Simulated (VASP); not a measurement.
Here is a VASP 6.6.1 calculation.

INCAR

```
  ALGO = Fast
  EDIFF = 1E-6
  ENCUT = 520
  ISIF = 2
  ISMEAR = 0
  LASPH = True
  LCHARG = False
  LREAL = False
  LWAVE = False
  NBANDS = 44
  NELM = 100
  PREC = Accurate
  SIGMA = 0.15
```

KPOINTS

```
k-points
0
Gamma
  8 8 8
```

Contents of POSCAR:

```
AlRu
1.0
   -2.9537571757      2.9537571757      2.9537571757
    2.9537571757     -2.9537571757      2.9537571757
    2.9537571757      2.9537571757     -2.9537571757
Al Ru
4 4
Direct
    0.5000000000      0.5000000000      0.0000000000
    0.0000000000      0.0000000000      0.0000000000
    0.0000000000      0.5000000000      0.5000000000
    0.5000000000      0.0000000000      0.5000000000
    0.5000000000      0.5000000000      0.5000000000
    0.0000000000      0.0000000000      0.5000000000
    0.0000000000      0.5000000000      0.0000000000
    0.5000000000      0.0000000000      0.0000000000
```

Potentials or basis: VASP PAW LDA potentials, release 64 (Al, Ru_pv).

Command:

```sh
$ cat potpaw_LDA.64/Al/POTCAR potpaw_LDA.64/Ru_pv/POTCAR > POTCAR
$ mpirun -np 1 vasp_std > vasp.out
```

Question: What does it give for the pressure?

Answer: 0.6 GPa.

Question: Predict the band gap on the k mesh.

Answer: Zero (bands 34 and 35 overlap by 3.09 eV).
